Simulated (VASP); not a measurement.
Runs of VASP 6.6.1 on Al2Au. The structure is that of space group Fm-3m (No. 225), or close to it. The cells are those of the table. 

```csv
cell,gap on the mesh (eV),pressure (GPa)
"a = 4.171 Å, angles 60.0°, 3 atoms",none,5.5
"a = 4.134 Å, angles 60.0°, 3 atoms",none,9.7
"a = 4.243 Å, angles 60.0°, 3 atoms",none,-1.3
"a = 4.278 Å, angles 60.0°, 3 atoms",none,-4.1
"a = 4.207 Å, angles 60.0°, 3 atoms",none,(c)
"a = 4.380 Å, angles 60.0°, 3 atoms",none,(b)
"a = 4.346 Å, angles 60.0°, 3 atoms",none,(a)
"a = 4.312 Å, angles 60.0°, 3 atoms",none,-6.4
```

Alike in all rows: task single point; level r2SCAN+D3(BJ); potentials or basis VASP PAW PBE potentials, release 64 (Al, Au); no spin polarisation; k mesh 7 × 7 × 7; cutoff (eV) 520; smearing fermi-dirac 0.2 eV.

Q: Estimate the missing entries.

A: (a) -8.5; (b) -10.2; (c) 1.8.

Caveats: the PAW data sets were made with another functional, which shifts forces and pressure a little; spin-orbit coupling is left out, which moves the levels of the heavy elements; pairwise dispersion overbinds metals, which lowers pressure and volume.

A k mesh can miss the band edges, and the runs leave out spin-orbit coupling on Au.

A gap of «none» marks levels without a gap at the run's occupations.
